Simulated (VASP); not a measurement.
Runs of VASP 6.6.1 on Fe. The structure is that of space group Im-3m (No. 229), or close to it. The cells are those of the table. 

```tsv
level	cell	k mesh	smearing	gap on the mesh (eV)	pressure (GPa)
r2SCAN	a = 2.324 Å, angles 109.5°, 1 atom	17 × 17 × 17	fermi-dirac 0.1 eV	none	17.7
PBE	a = 2.406 Å, angles 109.5°, 1 atom	19 × 19 × 19	fermi-dirac 0.0612256 eV	none	-5.6
r2SCAN	a = 2.374 Å, angles 109.5°, 1 atom	17 × 17 × 17	fermi-dirac 0.1 eV	none	(a)
PBE	a = 2.421 Å, angles 109.5°, 1 atom	19 × 19 × 19	fermi-dirac 0.0612256 eV	none	(b)
r2SCAN	a = 2.398 Å, angles 109.5°, 1 atom	17 × 17 × 17	fermi-dirac 0.1 eV	none	-10.6
r2SCAN	a = 2.349 Å, angles 109.5°, 1 atom	17 × 17 × 17	fermi-dirac 0.1 eV	none	6.6
PBE	a = 2.390 Å, angles 109.5°, 1 atom	28 × 28 × 28	fermi-dirac 0.0612256 eV	none	-0.6
PBE	a = 2.374 Å, angles 109.5°, 1 atom	28 × 28 × 28	fermi-dirac 0.0612256 eV	none	5.0
PBE	a = 2.406 Å, angles 109.5°, 1 atom	55 × 55 × 55	fermi-dirac 0.0612256 eV	none	-5.6
PBE	a = 2.437 Å, angles 109.5°, 1 atom	55 × 55 × 55	fermi-dirac 0.0612256 eV	none	-14.0
PBE	a = 2.374 Å, angles 109.5°, 1 atom	55 × 55 × 55	fermi-dirac 0.0612256 eV	none	5.0
```

Alike in all rows: task single point; potentials or basis VASP PAW PBE potentials, release 64 (Fe); no spin polarisation; cutoff (eV) 520.

**Question.** Fill in the values left out.

**Answer.** (a) -2.8; (b) -10.0.

Caveats: the run has no spin polarisation, though such a crystal can be magnetic; the PAW data sets were made with another functional, which shifts forces and pressure a little (some runs).

A gap of «none» marks levels without a gap at the run's occupations.
